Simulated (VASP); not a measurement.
# Cs3B2H9 (R-3m) in VASP: single point with PBE

Aim: the single point of Cs3B2H9 with PBE.

All numbers are computed with VASP 6.6.1; they aren't measurements. Logs are shortened: lines on timing, memory, paths and dates and some standing lists are left out, and cuts for length are marked.

**1. The cell of the first run**

Symmetry: R-3m, No. 166, trigonal system. The conventional cell has a = 7.173 Å, b = 7.173 Å, c = 27.112 Å, α = 90.00°, β = 90.00°, γ = 120.00°. Cs (site symmetry -3m) has 12 H at 3.59 to 3.66 Å and 6 B at 4.41 Å within 4.7 Å. Within 4.7 Å of Cs (site symmetry 3m) lie 12 H at 3.59 to 3.66 Å and 4 B at 4.41 to 4.52 Å. B (site symmetry 3m) has 6 H at 2.56 Å within 3.4 Å. Within 3.4 Å of H (site symmetry 2/m) lie 2 B at 2.56 Å. H (site symmetry m) has 1 B at 2.56 Å within 3.4 Å.

**2. Single point, PBE**

File INCAR:

```
ALGO = Normal ; EDIFF = 1E-7
ENCUT = 520 ; GGA = PE
ISIF = 2 ; ISMEAR = 0
LASPH = True ; LCHARG = False
LREAL = False ; LWAVE = False
NBANDS = 34 ; NELM = 100
PREC = Accurate ; SIGMA = 0.1
```

File KPOINTS:

```
k-points
0
Gamma
  3 3 3
```

File POSCAR:

```
Cs3B2H9
1.0
    3.5862750000      2.0705368400      9.0374130000
   -3.5862750000      2.0705368400      9.0374130000
    0.0000000000     -4.1410736700      9.0374130000
Cs B H
3 2 9
Direct
    0.0000000000      0.0000000000      0.0000000000
    0.7777777800      0.7777777800      0.7777777800
    0.2222222200      0.2222222200      0.2222222200
    0.3888888900      0.3888888900      0.3888888900
    0.6111111100      0.6111111100      0.6111111100
    0.5000000000      0.0000000000      0.5000000000
    0.5000000000      0.5000000000      0.0000000000
    0.0000000000      0.5000000000      0.5000000000
    0.2777777800      0.7777777800      0.2777777800
    0.2777777800      0.2777777800      0.7777777800
    0.7777777800      0.2777777800      0.2777777800
    0.7222222200      0.2222222200      0.7222222200
    0.7222222200      0.7222222200      0.2222222200
    0.2222222200      0.7222222200      0.7222222200
```

Potentials or basis: VASP PAW PBE potentials, release 64 (Cs_sv, B, H).

The run is started by

```
cat potpaw_PBE.64/Cs_sv/POTCAR potpaw_PBE.64/B/POTCAR potpaw_PBE.64/H/POTCAR > POTCAR
mpirun -np 1 vasp_std > vasp.out
```

OUTCAR:

```text
EDIFF = 1E-7
   ENCUT = 520
   GGA = PE
   ISIF = 2
   ISMEAR = 0
   LASPH = True
   LREAL = False
   NELM = 100
   PREC = Accurate

 ion  position               nearest neighbor table
   1  0.000  0.000  0.000-
   2  0.778  0.778  0.778-
   3  0.222  0.222  0.222-
   4  0.389  0.389  0.389-
   5  0.611  0.611  0.611-
   6  0.500  0.000  0.500-
   7  0.500  0.500  0.000-
   8  0.000  0.500  0.500-
   9  0.278  0.778  0.278-
  10  0.278  0.278  0.778-
  11  0.778  0.278  0.278-
  12  0.722  0.222  0.722-
  13  0.722  0.722  0.222-
  14  0.222  0.722  0.722-

  LATTYP: Found a trigonal (rhomboedric) cell.
 ALAT       =     9.9409921494
 COS(alpha) =     0.7397098632

  Lattice vectors:

 A1 = (   3.5862750000,   2.0705368400,   9.0374130000)
 A2 = (  -3.5862750000,   2.0705368400,   9.0374130000)
 A3 = (   0.0000000000,  -4.1410736700,   9.0374130000)

Analysis of symmetry for initial positions (statically):
=====================================================================
 Subroutine PRICEL returns:
 Original cell was already a primitive cell.

 Routine SETGRP: Setting up the symmetry group for a
 trigonal (rhombohedral) supercell.

 Subroutine GETGRP returns: Found 12 space group operations
 (whereof 12 operations were pure point group operations)
 out of a pool of 12 trial point group operations.

The static configuration has the point symmetry D_3d.

Analysis of symmetry for dynamics (positions and initial velocities):
=====================================================================
 Subroutine PRICEL returns:
 Original cell was already a primitive cell.

 Routine SETGRP: Setting up the symmetry group for a
 trigonal (rhombohedral) supercell.

 Subroutine GETGRP returns: Found 12 space group operations
 (whereof 12 operations were pure point group operations)
 out of a pool of 12 trial point group operations.

The dynamic configuration has the point symmetry D_3d.

 Subroutine INISYM returns: Found 12 space group operations
 (whereof 12 operations are pure point group operations),
 and found     1 'primitive' translations

----------------------------------------------------------------------------------------

                                     Primitive cell

  volume of cell :     402.6446

  direct lattice vectors                    reciprocal lattice vectors
     3.586275000  2.070536840  9.037413000     0.139420429  0.080494422  0.036883711
    -3.586275000  2.070536840  9.037413000    -0.139420429  0.080494422  0.036883711
     0.000000000 -4.141073670  9.037413000     0.000000000 -0.160988845  0.036883712

  length of vectors
     9.940992149  9.940992149  9.940992147     0.165159972  0.165159972  0.165159972

  position of ions in fractional coordinates (direct lattice)
     0.000000000  0.000000000  0.000000000
     0.777777780  0.777777780  0.777777780
     0.222222220  0.222222220  0.222222220
     0.388888890  0.388888890  0.388888890
     0.611111110  0.611111110  0.611111110
     0.500000000  0.000000000  0.500000000
     0.500000000  0.500000000  1.000000000
     0.000000000  0.500000000  0.500000000
     0.277777780  0.777777780  0.277777780
     0.277777780  0.277777780  0.777777780
     0.777777780  0.277777780  0.277777780
     0.722222220  0.222222220  0.722222220
     0.722222220  0.722222220  0.222222220
     0.222222220  0.722222220  0.722222220

  ion indices of the primitive-cell ions
   primitive index   ion index
                 1           1
                 2           2
                 3           3
                 4           4
                 5           5
                 6           6
                 7           7
                 8           8
                 9           9
                10          10
                11          11
                12          12
                13          13
                14          14

----------------------------------------------------------------------------------------

 KPOINTS: k-points

Automatic generation of k-mesh.
 Grid dimensions read from file:
 generate k-points for:    3    3    3

 Generating k-lattice:

  Cartesian coordinates                     Fractional coordinates (reciprocal lattice)
     0.046473476  0.026831474  0.012294570     0.333333333 -0.000000000 -0.000000000
    -0.046473476  0.026831474  0.012294570    -0.000000000  0.333333333 -0.000000000
     0.000000000 -0.053662948  0.012294571    -0.000000000 -0.000000000  0.333333333

  Length of vectors
     0.055053324  0.055053324  0.055053324

  Shift w.r.t. Gamma in fractional coordinates (k-lattice)
     0.000000000  0.000000000  0.000000000

 Subroutine IBZKPT returns following result:
 ===========================================

 Found      6 irreducible k-points:

 Following reciprocal coordinates:
            Coordinates               Weight
  0.000000  0.000000  0.000000      1.000000
  0.333333  0.000000 -0.000000      6.000000
  0.333333  0.333333 -0.000000      6.000000
 -0.333333  0.333333  0.000000      6.000000
  0.333333  0.333333  0.333333      2.000000
 -0.333333  0.333333  0.333333      6.000000
   k-points           NKPTS =      6   k-points in BZ     NKDIM =      6   number of bands    NBANDS=     34
   number of dos      NEDOS =    301   number of ions     NIONS =     14
   total plane-waves  NPLWV = 512000
   dimension x,y,z NGX =    80 NGY =   80 NGZ =   80
   dimension x,y,z NGXF=   160 NGYF=  160 NGZF=  160
   ions per type =               3   2   9
   NGX,Y,Z   is equivalent  to a cutoff of  13.38, 13.38, 13.38 a.u.
   NGXF,Y,Z  is equivalent  to a cutoff of  26.76, 26.76, 26.76 a.u.
 SYSTEM =  unknown system
   PREC   = accura    normal or accurate (medium, high low for compatibility)
   ISTART =      0    job   : 0-new  1-cont  2-samecut
   ICHARG =      2    charge: 1-file 2-atom 10-const
   ISPIN  =      1    spin polarized calculation?
   LNONCOLLINEAR =      F non collinear calculations
   LSORBIT =      F    spin-orbit coupling
   LASPH  =      T    aspherical Exc in radial PAW
   ENCUT  =  520.0 eV  38.22 Ry    6.18 a.u.  18.48 18.48 18.48*2*pi/ulx,y,z
   NELM   =    100;   NELMIN=  2; NELMDL= -5     # of ELM steps
   EDIFF  = 0.1E-06   stopping-criterion for ELM
   LREAL  =      F    real-space projection
   EDIFFG = 0.1E-05   stopping-criterion for IOM
   NSW    =      0    number of steps for IOM
   IBRION =     -1    ionic relax: 0-MD 1-quasi-New 2-CG
   NFREE  =      0    steps in history (QN), initial steepest desc. (CG)
   ISIF   =      2    stress and relaxation
   ISYM   =      2    0-nonsym 1-usesym 2-fastsym
   POTIM  = 0.5000    time-step for ionic-motion
   TEBEG  =    0.0;   TEEND  =   0.0 temperature during run
   PSTRESS=    0.0 pullay stress
   NELECT =      42.0000    total number of electrons
   NUPDOWN=      -1.0000    fix difference up-down
   EMIN   =  10.00;   EMAX   =-10.00  energy-range for DOS
   EFERMI =   0.00;   METHOD = LEGACY
   ISMEAR =     0;   SIGMA  =   0.10  broadening in eV -4-tet -1-fermi 0-gaus
   EFERMI_NEDOS =   21; number of points for ismear=-14 and -15
   IALGO  =     38    algorithm
   IMIX   =      4    mixing-type and parameters
     AMIX     =   0.40;   BMIX     =  1.00
     AMIX_MAG =   1.60;   BMIX_MAG =  1.00
  volume/ion in A,a.u.               =      28.76       194.08
  Fermi-wavevector in a.u.,A,eV,Ry     =   0.770638  1.456295  8.080275  0.593883
  Thomas-Fermi vector in A             =   1.871885
   LORBIT       =      0    0 simple, 1 ext, 2 COOP (PROOUT), +10 PAW based schemes
   GGA     = PE    functional components
   LHFCALC =     F    Hartree Fock is set to
   AEXX    =    0.0000 exact exchange contribution
   IVDW    =     0    specifies the selected vdW correction
   LEPSILON=     F    determine dielectric tensor
   LRPA    =     F    only Hartree local field effects (RPA)
 non-spin polarized calculation
 Gauss-broadening in eV      SIGMA  =   0.10
  energy-cutoff  :      520.00
  volume of cell :      402.64
 maximum number of plane-waves:     10929
 NGX is ok and might be reduce to    80
   NGX = 37   NGY = 37   NGZ = 37

 number of electron      41.9999999 magnetization

 Free energy of the ion-electron system (eV)
  ---------------------------------------------------
  ext. energy  EPLUGINS =         0.00000000
  ---------------------------------------------------
  free energy    TOTEN  =       -26.86740144 eV

  energy without entropy =      -26.80765647  energy(sigma->0) =      -26.83752896

 E-fermi :  -2.3817     XC(G=0):  -6.2717

 val. band max:       -2.3855865224   @ k =   0.3333   0.3333  -0.0000
 cond. band min:      -2.3755074828   @ k =   0.3333   0.3333  -0.0000
 fundamental gap:      0.0100790397
 Fermi energy:        -2.3816807629

 k-point     1 :       0.0000    0.0000    0.0000
  band No.  band energies     occupation
      1     -23.1616      2.00000
      2     -23.1508      2.00000
      3     -23.1480      2.00000
      4      -9.9990      2.00000
      5      -9.9959      2.00000
      6      -9.9698      2.00000
[... 25 lines left out ...]
     32       3.4537      0.00000
     33       3.4553      0.00000

 k-point     2 :       0.3333    0.0000   -0.0000
  band No.  band energies     occupation
      1     -23.1589      2.00000
      2     -23.1519      2.00000
      3     -23.1494      2.00000
      4     -10.0310      2.00000
      5     -10.0309      2.00000
      6      -9.9840      2.00000
[... 25 lines left out ...]
     32       2.9632      0.00000
     33       3.3859      0.00000

 k-point     3 :       0.3333    0.3333   -0.0000
  band No.  band energies     occupation
      1     -23.1586      2.00000
      2     -23.1527      2.00000
      3     -23.1489      2.00000
      4     -10.0490      2.00000
      5     -10.0141      2.00000
      6     -10.0084      2.00000
[... 25 lines left out ...]
     32       3.0975      0.00000
     33       3.2251      0.00000

 k-point     4 :      -0.3333    0.3333    0.0000
  band No.  band energies     occupation
      1     -23.1571      2.00000
      2     -23.1515      2.00000
      3     -23.1515      2.00000
      4     -10.0429      2.00000
      5     -10.0399      2.00000
      6      -9.9999      2.00000
[... 25 lines left out ...]
     32       2.6416      0.00000
     33       3.1788      0.00000

 k-point     5 :       0.3333    0.3333    0.3333
  band No.  band energies     occupation
      1     -23.1601      2.00000
      2     -23.1541      2.00000
      3     -23.1462      2.00000
      4      -9.9987      2.00000
      5      -9.9870      2.00000
      6      -9.9870      2.00000
[... 25 lines left out ...]
     32       3.3197      0.00000
     33       3.5271      0.00000

 k-point     6 :      -0.3333    0.3333    0.3333
  band No.  band energies     occupation
      1     -23.1581      2.00000
      2     -23.1535      2.00000
      3     -23.1486      2.00000
      4     -10.0281      2.00000
      5     -10.0105      2.00000
      6     -10.0054      2.00000
[... 25 lines left out ...]
     32       3.0519      0.00000
     33       3.1580      0.00000
 [bands above 33 left out]

------------------------ aborting loop because EDIFF is reached ----------------------------------------

  FORCE on cell =-STRESS in cart. coord.  units (eV):
  Direction    XX          YY          ZZ          XY          YZ          ZX
  --------------------------------------------------------------------------------------
  -------------------------------------------------------------------------------------
  Total      -13.1607888    -13.1607888    -13.1820110      0.0000000     -0.0000000     -0.0000000
  in kB      -52.3685526    -52.3685526    -52.4529988      0.0000000     -0.0000000     -0.0000000
  external PRESSURE =     -52.3967013 kB  Pullay stress =       0.0000000 kB

 VOLUME and BASIS-vectors are now :
 -----------------------------------------------------------------------------
  energy-cutoff  :      520.00
  volume of cell :      402.64
      direct lattice vectors                 reciprocal lattice vectors
     3.586275000  2.070536840  9.037413000     0.139420429  0.080494422  0.036883711
    -3.586275000  2.070536840  9.037413000    -0.139420429  0.080494422  0.036883711
     0.000000000 -4.141073670  9.037413000     0.000000000 -0.160988845  0.036883712

 POSITION                                       TOTAL-FORCE (eV/Angst)
 -----------------------------------------------------------------------------------
      0.00000      0.00000      0.00000         0.000000      0.000000      0.000000
      0.00000      0.00000     21.08730         0.000000     -0.000000     -0.050684
      0.00000      0.00000      6.02494         0.000000      0.000000      0.050684
      0.00000      0.00000     10.54365         0.000000      0.000000      0.450276
      0.00000      0.00000     16.56859         0.000000     -0.000000     -0.450276
      1.79314     -1.03527      9.03741         0.000000      0.000000      0.000000
      0.00000      2.07054      9.03741         0.000000     -0.000000      0.000000
     -1.79314     -1.03527      9.03741         0.000000      0.000000      0.000000
     -1.79314      1.03527     12.04988         0.552959     -0.319251     -0.610712
      0.00000     -2.07054     12.04988         0.000000      0.638502     -0.610712
      1.79314      1.03527     12.04988        -0.552959     -0.319251     -0.610712
      1.79314     -1.03527     15.06235        -0.552959      0.319251      0.610712
      0.00000      2.07054     15.06235         0.000000     -0.638502      0.610712
     -1.79314     -1.03527     15.06235         0.552959      0.319251      0.610712
 -----------------------------------------------------------------------------------
    total drift:                                0.000000     -0.000000      0.000000

  FREE ENERGIE OF THE ION-ELECTRON SYSTEM (eV)
  ---------------------------------------------------
  free  energy   TOTEN  =       -26.8674014428 eV

  energy  without entropy=      -26.8076564723  energy(sigma->0) =      -26.83752896
```

Wall time 6.4 min (1 thread of AMD EPYC 7R43 (Zen 3), shared host); peak memory 0.93 GiB.

What came out:

```
Free energy            : -26.8674 eV
Pressure               : -5.2 GPa
Largest force          : 0.884 eV/Å
Band gap on the k mesh : zero (bands 21 and 22 overlap by 0.07 eV)
```

Forces on the atoms (eV/Å):
```
Cs   0.000  0.000  0.000
Cs   0.000  0.000 -0.051
Cs   0.000  0.000  0.051
B    0.000  0.000  0.450
B    0.000  0.000 -0.450
H    0.000  0.000  0.000
H    0.000  0.000  0.000
H    0.000  0.000  0.000
H    0.553 -0.319 -0.611
H    0.000  0.639 -0.611
H   -0.553 -0.319 -0.611
H   -0.553  0.319  0.611
H    0.000 -0.639  0.611
H    0.553  0.319  0.611
```

Caveat: the cell stands under tension; spin-orbit coupling is left out, which moves the levels of the heavy elements.
